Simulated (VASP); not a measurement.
The system is Si.

```xyz
1
Lattice="2.3617 0.0000 0.0000 1.1809 2.0453 0.0000 1.1809 0.6818 1.9284" Properties=species:S:1:pos:R:3 pbc="T T T"
Si    0.0000    0.0000    0.0000
```

| Item | Value |
| --- | --- |
| Program | VASP 6.6.1 |
| Task | relaxation of cell and atoms |
| Functional | LDA |
| Potentials or basis | VASP PAW LDA potentials, release 64 (Si) |
| Cutoff | 600 eV |
| k mesh | 17 × 17 × 17 |
| Occupations | fermi-dirac, width 0.05 eV |
| Spin | no spin polarisation |

At the start: pressure 85.9 GPa; volume 9.31 Å³/atom.

**Question.** How do energy, volume and symmetry change on relaxing?

**Answer.** Over 4 steps the energy falls by 864.0 meV/atom and the volume is 13.96 Å³/atom (+49.8 %); space group Fm-3m (No. 225, to 0.05 Å).

Step by step:
| step | energy change (eV) | largest force (eV/Å) | pressure (GPa) | volume (Å³) |
| --- | --- | --- | --- | --- |
| 1 | 0.0000 | 0.0000 | 85.85 | 9.31 |
| 2 | -0.6727 | 0.0000 | -13.43 | 17.79 |
| 3 | -0.8638 | 0.0000 | 0.56 | 13.84 |
| 4 | -0.8640 | 0.0000 | -0.17 | 13.96 |

Final structure:
```cif
data_structure
_symmetry_space_group_name_H-M 'P 1'
_symmetry_Int_Tables_number 1
_cell_length_a 2.7024
_cell_length_b 2.7024
_cell_length_c 2.7024
_cell_angle_alpha 60.000
_cell_angle_beta 60.000
_cell_angle_gamma 60.000
_cell_volume 13.96
loop_
_atom_site_label
_atom_site_type_symbol
_atom_site_fract_x
_atom_site_fract_y
_atom_site_fract_z
_atom_site_occupancy
Si1 Si 0.00000 0.00000 0.00000 1
```

Caveat: the volume moved by over 15 % at a fixed basis, so the end points are rough; the volume moved by +50 % from the deposited cell, more than functionals usually miss.
